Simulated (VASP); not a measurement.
Sb: single point with PBEsol

Sb:

```xyz
1
Lattice="0.0000 2.1516 2.1516 2.1516 0.0000 2.1516 2.1516 2.1516 0.0000" Properties=species:S:1:pos:R:3 pbc="T T T"
Sb    0.0000    0.0000    0.0000
```

This isn't the form of Sb at room conditions, which is rhombohedral.

```json
{
 "Program": "VASP 6.6.1",
 "Task": "single point",
 "Functional": "PBEsol",
 "Potentials or basis": "VASP PAW PBE potentials, release 64 (Sb)",
 "Cutoff": "520 eV",
 "k mesh": "15 × 15 × 15",
 "Occupations": "fermi-dirac, width 0.1 eV",
 "Spin": "no spin polarisation",
 "Dipole correction": "no",
 "k mesh for the DOS": "23 × 23 × 23",
 "Occupations for the DOS": "tetrahedron",
 "Further INCAR settings": "ALGO = Normal; EDIFF = 1e-07; NBANDS = 8"
}
```

The valence electrons inside the program's atomic spheres are Sb 2.52.

Levels at points of the mesh, in eV from the Fermi level:
```
           k point  band 1  band 2  band 3  band 4  band 5
(0.00, 0.00, 0.00)  -15.78    7.76    7.76    7.76   10.00
```

Wall time 38 s on 1 thread of Intel Xeon 8259CL, with other jobs on the host, peak memory 0.18 GiB.

Caveat: spin-orbit coupling is left out, which moves the levels of the heavy elements.
